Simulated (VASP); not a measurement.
# AlN (I-42m) in VASP: relaxation of cell and atoms with PBE

Aim: the relaxation of cell and atoms of AlN with PBE.

Program: VASP 6.6.1. These are calculated values, not measurements. Logs are shortened: lines on timing, memory, paths and dates and some standing lists are left out, and cuts for length are marked.

### 1 The cell of the first run

The structure is tetragonal, space group I-42m (No. 121). Conventional cell: a = 5.769 Å, b = 5.769 Å, c = 4.968 Å, α = 90.00°, β = 90.00°, γ = 90.00°. Al (site symmetry m) has 4 N at 1.95 to 2.00 Å and 2 Al at 2.60 Å within 2.6 Å. Within 2.6 Å of N (site symmetry 2) lie 4 Al at 1.95 to 2.00 Å and 3 N at 2.23 to 2.50 Å.

The cell was built from a structure type or drawn by symmetry, and may not be a known phase.

### 2 Relaxation of cell and atoms, PBE

Contents of INCAR:

```
PREC = Accurate
ENCUT = 600
EDIFF = 1E-6
ISMEAR = 0
SIGMA = 0.1
LREAL = False
LASPH = True
NELM = 60
ALGO = Normal
ISIF = 3
LWAVE = False
LCHARG = False
GGA = PE
IBRION = 2
NSW = 100
EDIFFG = -0.01
```

Contents of KPOINTS:

```
Automatic mesh
0
Gamma
  10 10 10
```

Contents of POSCAR:

```
AlN
1.0
   -2.8843183850      2.8843183850      2.4842419478
    2.8843183850     -2.8843183850      2.4842419478
    2.8843183850      2.8843183850     -2.4842419478
Al N
4 4
Direct
    0.4938329137      0.4938329137      0.4062623730
    0.0875705407      0.0875705407      0.5937376270
    0.5061670863      0.9124294593      0.0000000000
    0.9124294593      0.5061670863      0.0000000000
    0.0000000000      0.3063521491      0.3063521491
    0.0000000000      0.6936478509      0.6936478509
    0.3063521491      0.0000000000      0.3063521491
    0.6936478509      0.0000000000      0.6936478509
```

Potentials or basis: VASP PAW PBE potentials, release 64 (Al, N).

Launch:

```console
> cat potpaw_PBE.64/Al/POTCAR potpaw_PBE.64/N/POTCAR > POTCAR
> mpirun -np 1 vasp_std > vasp.out
```

OUTCAR:

```text
PREC = Accurate
   ENCUT = 600
   EDIFF = 1E-6
   ISMEAR = 0
   LREAL = False
   LASPH = True
   NELM = 60
   ISIF = 3
   GGA = PE
   IBRION = 2
   NSW = 100
   EDIFFG = -0.01

 ion  position               nearest neighbor table
   1  0.494  0.494  0.406-   5 1.95   7 1.95   6 2.00   8 2.00   2 2.60   2 2.60   4 2.96   3 2.96
                             3 2.96   4 2.96   3 3.13   4 3.13   2 3.31
   2  0.088  0.088  0.594-   6 1.95   8 1.95   7 2.00   5 2.00   1 2.60   1 2.60   4 2.96   4 2.96
                             3 2.96   3 2.96   4 3.13   3 3.13   1 3.31
   3  0.506  0.912  0.000-   8 1.95   5 1.95   7 2.00   6 2.00   4 2.60   4 2.60   2 2.96   1 2.96
                             1 2.96   2 2.96   1 3.13   2 3.13   4 3.31
   4  0.912  0.506  0.000-   6 1.95   7 1.95   5 2.00   8 2.00   3 2.60   3 2.60   2 2.96   1 2.96
                             1 2.96   2 2.96   1 3.13   2 3.13   3 3.31
   5  0.000  0.306  0.306-   1 1.95   3 1.95   2 2.00   4 2.00
   6  0.000  0.694  0.694-   4 1.95   2 1.95   3 2.00   1 2.00
   7  0.306  0.000  0.306-   1 1.95   4 1.95   3 2.00   2 2.00
   8  0.694  0.000  0.694-   3 1.95   2 1.95   4 2.00   1 2.00

  LATTYP: Found a body centered tetragonal cell.
 ALAT       =     5.7686367700
 C/A-ratio  =     0.8612925538

  Lattice vectors:

 A1 = (  -2.8843183850,   2.8843183850,   2.4842419478)
 A2 = (   2.8843183850,  -2.8843183850,   2.4842419478)
 A3 = (   2.8843183850,   2.8843183850,  -2.4842419478)

Analysis of symmetry for initial positions (statically):
=====================================================================
 Subroutine PRICEL returns:
 Original cell was already a primitive cell.

 Routine SETGRP: Setting up the symmetry group for a
 body centered tetragonal supercell.

 Subroutine GETGRP returns: Found  8 space group operations
 (whereof  8 operations were pure point group operations)
 out of a pool of 16 trial point group operations.

The static configuration has the point symmetry D_2d.

Analysis of symmetry for dynamics (positions and initial velocities):
=====================================================================
 Subroutine PRICEL returns:
 Original cell was already a primitive cell.

 Routine SETGRP: Setting up the symmetry group for a
 body centered tetragonal supercell.

 Subroutine GETGRP returns: Found  8 space group operations
 (whereof  8 operations were pure point group operations)
 out of a pool of 16 trial point group operations.

The dynamic configuration has the point symmetry D_2d.

 Subroutine INISYM returns: Found  8 space group operations
[... 120 lines left out ...]
   NELECT =      32.0000    total number of electrons
   NUPDOWN=      -1.0000    fix difference up-down
   EMIN   =  10.00;   EMAX   =-10.00  energy-range for DOS
   EFERMI =   0.00;   METHOD = LEGACY
   ISMEAR =     0;   SIGMA  =   0.10  broadening in eV -4-tet -1-fermi 0-gaus
   EFERMI_NEDOS =   21; number of points for ismear=-14 and -15
   IALGO  =     38    algorithm
   IMIX   =      4    mixing-type and parameters
     AMIX     =   0.40;   BMIX     =  1.00
     AMIX_MAG =   1.60;   BMIX_MAG =  1.00
  volume/ion in A,a.u.               =      10.33        69.73
  Fermi-wavevector in a.u.,A,eV,Ry     =   1.193103  2.254638 19.367833  1.423496
  Thomas-Fermi vector in A             =   2.329126
   LORBIT       =      0    0 simple, 1 ext, 2 COOP (PROOUT), +10 PAW based schemes
   GGA     = PE    functional components
   LHFCALC =     F    Hartree Fock is set to
   AEXX    =    0.0000 exact exchange contribution
   IVDW    =     0    specifies the selected vdW correction
   LEPSILON=     F    determine dielectric tensor
   LRPA    =     F    only Hartree local field effects (RPA)
 conjugate gradient relaxation of ions
 non-spin polarized calculation
 Gauss-broadening in eV      SIGMA  =   0.10
  energy-cutoff  :      600.00
  volume of cell :       82.67
 maximum number of plane-waves:      2786
 NGX is ok and might be reduce to    40
   NGX = 19   NGY = 19   NGZ = 19

--------------------------------------- Ionic step        1  -------------------------------------------

 number of electron      32.0000001 magnetization

 Free energy of the ion-electron system (eV)
  ---------------------------------------------------
  ext. energy  EPLUGINS =         0.00000000
  ---------------------------------------------------
  free energy    TOTEN  =       -49.36555843 eV

  energy without entropy =      -49.35687812  energy(sigma->0) =      -49.36121827

------------------------ aborting loop because EDIFF is reached ----------------------------------------

  FORCE on cell =-STRESS in cart. coord.  units (eV):
  Direction    XX          YY          ZZ          XY          YZ          ZX
  --------------------------------------------------------------------------------------
  -------------------------------------------------------------------------------------
  Total       -0.0570274     -0.0570274     -0.1539026      0.0000000      0.0000000      0.0000000
  in kB       -1.1052327     -1.1052327     -2.9827451      0.0000000      0.0000000      0.0000000
  external PRESSURE =      -1.7310701 kB  Pullay stress =       0.0000000 kB
[... 113 lines left out ...]
--------------------------------------- Ionic step        4  -------------------------------------------

 number of electron      32.0000001 magnetization

 Free energy of the ion-electron system (eV)
  ---------------------------------------------------
  ext. energy  EPLUGINS =         0.00000000
  ---------------------------------------------------
  free energy    TOTEN  =       -49.36626462 eV

  energy without entropy =      -49.35749681  energy(sigma->0) =      -49.36188071

 E-fermi :   8.5385     XC(G=0): -11.2351

 val. band max:        8.5381251003   @ k =  -0.3000  -0.4000   0.3000
 cond. band min:       8.5433150968   @ k =  -0.2000  -0.4000   0.2000
 fundamental gap:      0.0051899964
 Fermi energy:         8.5385393182

 k-point     1 :       0.0000    0.0000    0.0000
  band No.  band energies     occupation
      1      -9.2276      2.00000
      2      -5.7399      2.00000
      3      -5.7399      2.00000
      4      -5.3771      2.00000
      5       0.5729      2.00000
      6       2.2136      2.00000
[... 565 lines left out ...]
     20      11.3035      0.00000
     21      13.3288      0.00000

 [... further k-points ...]

------------------------ aborting loop because EDIFF is reached ----------------------------------------

  FORCE on cell =-STRESS in cart. coord.  units (eV):
  Direction    XX          YY          ZZ          XY          YZ          ZX
  --------------------------------------------------------------------------------------
  -------------------------------------------------------------------------------------
  Total       -0.0309429     -0.0309429     -0.0437781      0.0000000      0.0000000      0.0000000
  in kB       -0.6004640     -0.6004640     -0.8495380      0.0000000      0.0000000      0.0000000
  external PRESSURE =      -0.6834887 kB  Pullay stress =       0.0000000 kB
[... 23 lines left out ...]
  FREE ENERGIE OF THE ION-ELECTRON SYSTEM (eV)
  ---------------------------------------------------
  free  energy   TOTEN  =       -49.3662646158 eV

  energy  without entropy=      -49.3574968077  energy(sigma->0) =      -49.36188071

 reached required accuracy - stopping structural energy minimisation
```

OSZICAR:

```text
N       E                     dE             d eps       ncg     rms          rms(c)
DAV:   1     0.144039167731E+03    0.14404E+03   -0.16386E+04  4284   0.154E+03
DAV:   2    -0.431379226887E+02   -0.18718E+03   -0.17746E+03  5925   0.283E+02
DAV:   3    -0.560983466035E+02   -0.12960E+02   -0.12459E+02  5247   0.829E+01
[... 25 lines left out ...]
DAV:   1    -0.493662365641E+02   -0.13787E-03   -0.71595E-02  4284   0.198E+00    0.550E-02
DAV:   2    -0.493662877482E+02   -0.51184E-04   -0.12569E-03  5245   0.244E-01    0.363E-02
DAV:   3    -0.493662681450E+02    0.19603E-04   -0.41693E-05  4897   0.504E-02    0.158E-02
DAV:   4    -0.493662653218E+02    0.28232E-05   -0.11921E-05  5165   0.231E-02    0.625E-03
DAV:   5    -0.493662646158E+02    0.70593E-06   -0.17479E-06  2782   0.101E-02
   4 F= -.49366265E+02 E0= -.49361881E+02  d E =-.166135E-03
```

CONTCAR:

```text
AlN
   1.00000000000000
    -2.8827847746187305    2.8827847746187305    2.4837090309122134
     2.8827847746187305   -2.8827847746187305    2.4837090309122134
     2.8827847746187305    2.8827847746187305   -2.4837090309122134
  Al              N
     4     4
Direct
     0.4937327793136296    0.4937327793136296    0.4061018265265194
     0.0876309527871102    0.0876309527871102    0.5938981734734805
     0.5062672206863704    0.9123690472128899    0.0000000000000000
     0.9123690472128899    0.5062672206863704    0.0000000000000000
     0.0000000000000000    0.3073122395716615    0.3073122395716615
     0.0000000000000000    0.6926877604283386    0.6926877604283386
     0.3073122395716615    1.0000000000000000    0.3073122395716615
     0.6926877604283386    1.0000000000000000    0.6926877604283386

  0.00000000E+00  0.00000000E+00  0.00000000E+00
  0.00000000E+00  0.00000000E+00  0.00000000E+00
  0.00000000E+00  0.00000000E+00  0.00000000E+00
  0.00000000E+00  0.00000000E+00  0.00000000E+00
  0.00000000E+00  0.00000000E+00  0.00000000E+00
  0.00000000E+00  0.00000000E+00  0.00000000E+00
  0.00000000E+00  0.00000000E+00  0.00000000E+00
  0.00000000E+00  0.00000000E+00  0.00000000E+00
```

Wall time 8 min (1 thread of Intel Xeon Platinum 8259CL at 2.50GHz (Skylake/Cascade Lake), shared host); peak memory 0.35 GiB.

Results:

```yaml
Free_energy: -49.3663 eV
Relaxed_volume: 10.32 Å³/atom
Relaxed_cell: a = 4.774 Å, b = 4.774 Å, c = 4.774 Å, α = 105.70°, β = 105.70°, γ = 117.30°
Space_group_after_relaxing_to_0.1_Å: I-42m (No. 121)
Energy_gained_by_relaxing: 0.1 meV/atom
Ionic_steps: 4
Pressure_after_relaxing: -0.1 GPa
Largest_force_after_relaxing: 0.009 eV/Å
Band_gap_on_the_k_mesh: zero (bands 16 and 17 overlap by 0.90 eV)
```

Forces in eV/Å, atoms in the order of the input:
```
Al  -0.003 -0.003 -0.008
Al   0.003  0.003 -0.008
Al  -0.003  0.003  0.008
Al   0.003 -0.003  0.008
N   -0.002  0.000  0.000
N    0.002  0.000  0.000
N    0.000 -0.002  0.000
N    0.000  0.002  0.000
```

Step by step:
```tsv
step	energy change (eV)	largest force (eV/Å)	pressure (GPa)	volume (Å³)
1	0.0000	0.0589	-0.17	82.67
2	-0.0005	0.0256	0.08	82.54
3	-0.0005	0.0197	0.13	82.50
4	-0.0007	0.0086	-0.07	82.56
```

Final structure:
```yaml
crystal:
  lattice:
    - [-2.88278, 2.88278, 2.48371]
    - [2.88278, -2.88278, 2.48371]
    - [2.88278, 2.88278, -2.48371]
  atoms:
    - { symbol: Al, position: [0.49373, 0.49373, 0.40610] }
    - { symbol: Al, position: [0.08763, 0.08763, 0.59390] }
    - { symbol: Al, position: [0.50627, 0.91237, 0.00000] }
    - { symbol: Al, position: [0.91237, 0.50627, 0.00000] }
    - { symbol: N, position: [0.00000, 0.30731, 0.30731] }
    - { symbol: N, position: [0.00000, 0.69269, 0.69269] }
    - { symbol: N, position: [0.30731, 0.00000, 0.30731] }
    - { symbol: N, position: [0.69269, 0.00000, 0.69269] }
```
